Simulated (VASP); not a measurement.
Wanted: the native input for a VASP 6.6.1 run.

```yaml
Task: single point
Functional: PBE
Potentials_or_basis: VASP PAW PBE potentials, release 64 (Ti_sv, Co)
Cutoff: 520 eV
k_mesh: 16 × 16 × 16
Occupations: gaussian, width 0.05 eV
Spin: collinear spin, ferromagnetic start
Starting_moments: "[0.0, 1.1] μB"
Dipole_correction: no
Further_INCAR_settings: ALGO = Normal; EDIFF = 1e-07; NBANDS = 22
```

The structure of TiCo lies in POSCAR:

```
TiCo
1.0
    2.9660693728      0.0000000000      0.0000000000
    0.0000000000      2.9660693728      0.0000000000
    0.0000000000      0.0000000000      2.9660693728
Ti Co
1 1
Direct
    0.0000000000      0.0000000000      0.0000000000
    0.5000000000      0.5000000000      0.5000000000
```

One way to write it, as run:

INCAR

```
  PREC = Accurate
  ENCUT = 520
  EDIFF = 1E-7
  ISMEAR = 0
  SIGMA = 0.05
  LREAL = F
  LASPH = T
  NELM = 150
  ALGO = Normal
  ISIF = 2
  LWAVE = F
  LCHARG = F
  ISPIN = 2
  MAGMOM = 0 1.1
  LORBIT = 11
  LMAXMIX = 4
  GGA = PE
  NBANDS = 22
```

KPOINTS

```
regular mesh
0
Gamma
  16 16 16
```

Potentials or basis: VASP PAW PBE potentials, release 64 (Ti_sv, Co).

Command:

```sh
$ cat potpaw_PBE.64/Ti_sv/POTCAR potpaw_PBE.64/Co/POTCAR > POTCAR
$ mpirun -np 1 vasp_std > vasp.out
```

It gave:

- Pressure: 3.0 GPa
- Net moment: 0.88 μB per cell
- Site moments: Ti -0.02; Co +0.95 μB
- Valence electrons inside the program's atomic spheres: Ti 10.31; Co 8.32

Caveat: the cell stands under pressure.

Run time: 88 s on 1 thread of Intel(R) Xeon(R) 6975P-C (Granite Rapids), with other jobs on the host, peak memory 0.26 GiB.
